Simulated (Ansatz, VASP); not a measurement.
## Two plane-wave programs on CdSe

File INCAR:

```
SYSTEM = CdSe
PREC     = Accurate       ! precision mode
ENCUT    = 520            ! plane-wave cutoff, eV
EDIFF    = 1E-7           ! SCF threshold, eV
ISMEAR   = -1             ! smearing method
SIGMA    = 0.05           ! smearing width, eV
LREAL    = .FALSE.        ! projectors in reciprocal space
LASPH    = .TRUE.         ! aspherical terms in the spheres
NELM     = 80             ! most SCF steps
ALGO     = Normal         ! electronic algorithm
ISIF     = 2              ! what is computed and relaxed
LWAVE    = .FALSE.        ! write WAVECAR
LCHARG   = .TRUE.         ! write CHGCAR
GGA      = B5             ! functional
ALDAX    = 1.0          
AGGAX    = 1.0          
AGGAC    = 1.0          
ALDAC    = 0.0          
LELF     = .TRUE.         ! ELF
LVHAR    = .TRUE.       
NBANDS   = 16             ! bands
```

File KPOINTS:

```
Automatic mesh
0
G
  8 8 8
  0 0 0
```

The input POSCAR:

```
CdSe
1.0
    0.0000000000      2.8739580000      2.8739580000
    2.8739580000      0.0000000000      2.8739580000
    2.8739580000      2.8739580000      0.0000000000
Cd Se
1 1
Direct
    0.0000000000      0.0000000000      0.0000000000
    0.5000000000      0.5000000000      0.5000000000
```

input.yaml

```yaml
crystal:
  lattice:
    - [0.0, 2.873958, 2.873958]
    - [2.873958, 0.0, 2.873958]
    - [2.873958, 2.873958, 0.0]
  atoms:
    - { symbol: Cd, position: [0.0, 0.0, 0.0] }
    - { symbol: Se, position: [0.5, 0.5, 0.5] }
hamiltonian:
  xc: blyp
  pseudopotentials: { kind: paw }
kpoints:
  mp_grid: { grid: [8, 8, 8] }
  band_path:
    path:
      - [[0.0, 0.0, 0.0], [0.5, 0.0, 0.5], [0.5, 0.25, 0.75], [0.375, 0.375, 0.75], [0.0, 0.0, 0.0], [0.5, 0.5, 0.5], [0.625, 0.25, 0.625], [0.5, 0.25, 0.75], [0.5, 0.5, 0.5], [0.375, 0.375, 0.75]]
      - [[0.625, 0.25, 0.625], [0.5, 0.0, 0.5]]
    npoints: 14
scf:
  occupations: { method: fermi_dirac, width: 0.05 }
  n_extra_bands: 6
output:
  forces: true
  stress: true
  eigenvalues: true
  fatbands: false
```

Alike in both runs: functional BLYP; k mesh 8 × 8 × 8; occupations fermi-dirac, width 0.05 eV; no spin polarisation.

|  | VASP | Ansatz |
| --- | --- | --- |
| version | VASP 6.6.1 | Ansatz 0.2.0 |
| potentials or method | VASP PAW PBE potentials, release 64 (Cd, Se) | Ansatz PAW |
| plane-wave cutoff (eV) | 520 | 420 |
| valence electrons in the cell | 18 | 36 |
| task | single point | band structure |

Ansatz gave:

| Item | Value |
| --- | --- |
| gap on the k mesh at the Fermi level (eV) | none |
| pressure (GPa) | 3.7 |

Q: What did VASP give for the same quantities?

A: gap on the k mesh at the Fermi level (eV): none; pressure (GPa): 4.2.

VASP's potentials were made for PBE, not for BLYP. A gap of «none» marks a metal or a gap that the smearing closes. VASP's potentials hold 18 valence electrons a cell and Ansatz's 36, so a difference there can come from the potentials and not from the codes.
